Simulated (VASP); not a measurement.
Set up this calculation in VASP 6.6.1, as the native input.

* Task: single point
* Functional: PBEsol
* Potentials or basis: VASP PAW PBE potentials, release 64 (Ta_pv, N)
* Cutoff: 520 eV
* k mesh: 10 × 10 × 10
* Occupations: gaussian, width 0.1 eV
* Spin: no spin polarisation
* Dipole correction: no
* Further INCAR settings: ALGO = Fast; EDIFF = 1e-07; NBANDS = 44

The structure of Ta4N5 lies in POSCAR:

```
Ta4N5
1.0
   -3.4088492605      3.4088492605      2.1249031446
    3.4088492605     -3.4088492605      2.1249031446
    3.4088492605      3.4088492605     -2.1249031446
Ta N
4 5
Direct
    0.7844506625      0.6048201055      0.3892707680
    0.3951798945      0.7844506625      0.1796305570
    0.6048201055      0.2155493375      0.8203694430
    0.2155493375      0.3951798945      0.6107292320
    0.5000000000      0.5000000000      0.0000000000
    0.9082156628      0.3056775490      0.2138932117
    0.6943224510      0.9082156628      0.6025381138
    0.3056775490      0.0917843372      0.3974618862
    0.0917843372      0.6943224510      0.7861067883
```

The input as run:

INCAR

```
  ALGO = Fast
  EDIFF = 1E-7
  ENCUT = 520
  GGA = PS
  ISIF = 2
  ISMEAR = 0
  LASPH = T
  LCHARG = F
  LREAL = F
  LWAVE = F
  NBANDS = 44
  NELM = 80
  PREC = Accurate
  SIGMA = 0.1
```

KPOINTS

```
k-points
0
Gamma
  10 10 10
```

Potentials or basis: VASP PAW PBE potentials, release 64 (Ta_pv, N).

The run is started by

```console
$ cat potpaw_PBE.64/Ta_pv/POTCAR potpaw_PBE.64/N/POTCAR > POTCAR
$ mpirun -np 1 vasp_std > vasp.out
```

Results of the run:

The pressure is 1.9 GPa, the largest force is 0.026 eV/Å and the band gap on the k mesh is zero (an odd number of electrons rules out a gap without spin polarisation).

Caveat: the PAW data sets were made with another functional, which shifts forces and pressure a little; spin-orbit coupling is left out, which moves the levels of the heavy elements; an odd number of electrons without spin polarisation forces a metal; a magnetic or distorted state may lie lower.

Run time: 26 min on 1 thread of Oxide Virtual Turin-like Processor, on a shared host, peak memory 0.54 GiB.
